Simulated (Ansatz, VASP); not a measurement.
**Hf2Pd2Se2Br2O3 in VASP and in Ansatz**

Contents of INCAR:

```
SYSTEM = Hf2Pd2Se2Br2O3
  PREC = Accurate
  ENCUT = 520
  EDIFF = 1E-8
  ISMEAR = -1
  SIGMA = 0.05
  LREAL = .FALSE.
  LASPH = .TRUE.
  NELM = 80
  ALGO = Normal
  ISIF = 2
  LWAVE = .FALSE.
  LCHARG = .FALSE.
  GGA = PE
  LEFG = .TRUE.
  NBANDS = 53
```

KPOINTS

```
Automatic mesh
0
G
  8 8 2
  0 0 0
```

Contents of POSCAR:

```
Hf2Pd2Se2Br2O3
1.0
    3.7261300000      0.0000000000      0.0000000000
   -1.8630600000      3.2269200000      0.0000000000
    0.0000000000      0.0000000000     17.0086700000
Hf Pd Se Br O
2 2 2 2 3
Direct
    0.6666700000      0.3333300000      0.9338500000
    0.3333300000      0.6666700000      0.0661500000
    0.0000000000      0.0000000000      0.3029800000
    0.0000000000      0.0000000000      0.6970200000
    0.3333300000      0.6666700000      0.2264900000
    0.6666700000      0.3333300000      0.7735100000
    0.6666700000      0.3333300000      0.3986200000
    0.3333300000      0.6666700000      0.6013800000
    0.3333300000      0.6666700000      0.9268900000
    0.6666700000      0.3333300000      0.0731100000
    0.0000000000      0.0000000000      0.0000000000
```

The input input.yaml:

```yaml
crystal:
  lattice:
    - [3.72613, 0.0, 0.0]
    - [-1.86306, 3.22692, 0.0]
    - [0.0, 0.0, 17.00867]
  atoms:
    - { symbol: Hf, position: [0.66667, 0.33333, 0.93385] }
    - { symbol: Hf, position: [0.33333, 0.66667, 0.06615] }
    - { symbol: Pd, position: [0.0, 0.0, 0.30298] }
    - { symbol: Pd, position: [0.0, 0.0, 0.69702] }
    - { symbol: Se, position: [0.33333, 0.66667, 0.22649] }
    - { symbol: Se, position: [0.66667, 0.33333, 0.77351] }
    - { symbol: Br, position: [0.66667, 0.33333, 0.39862] }
    - { symbol: Br, position: [0.33333, 0.66667, 0.60138] }
    - { symbol: O, position: [0.33333, 0.66667, 0.92689] }
    - { symbol: O, position: [0.66667, 0.33333, 0.07311] }
    - { symbol: O, position: [0.0, 0.0, 0.0] }
hamiltonian:
  xc: pbe
  pseudopotentials: { kind: paw, frozen_core: stored }
kpoints:
  mp_grid: { grid: [8, 8, 2] }
scf:
  occupations: { method: fermi_dirac, width: 0.05 }
output:
  forces: true
  stress: true
  eigenvalues: true
  efg: {}
```

Alike in both runs: task electric field gradients; functional PBE; k mesh 8 × 8 × 2; occupations fermi-dirac, width 0.05 eV; no spin polarisation.

|  | VASP | Ansatz |
| --- | --- | --- |
| version | VASP 6.6.1 | Ansatz 0.2.0 |
| potentials or method | VASP PAW PBE potentials, release 64 (Hf_pv, Pd, Se, Br, O) | Ansatz PAW |
| plane-wave cutoff (eV) | 520 | 420 |
| valence electrons in the cell | 84 | 152 |

Ansatz gave:

| Item | Value |
| --- | --- |
| gap on the k mesh at the Fermi level (eV) | none |
| pressure (GPa) | 0.0 |
| traceless stress, the component that is largest in VASP (GPa) | -0.03 |
| rms of the force components (eV/Å) | 0.016 |
| size of Vzz on the site where it differs most (V/Å²) | 86.0 |

Q: Which values does VASP return?

A: gap on the k mesh at the Fermi level (eV): none; pressure (GPa): -0.8; traceless stress, the component that is largest in VASP (GPa): 0.17; rms of the force components (eV/Å): 0.049; size of Vzz on the site where it differs most (V/Å²): 80.1.

Atom by atom the forces differ by 0.039 eV/Å (rms over components). A gap of «none» marks a metal or a gap that the smearing closes. The functional is the same, so the differences come from potentials, cutoffs and numerics. VASP's potentials hold 84 valence electrons a cell and Ansatz's 152, so a difference there can come from the potentials and not from the codes.

Neither program's run includes spin-orbit coupling.
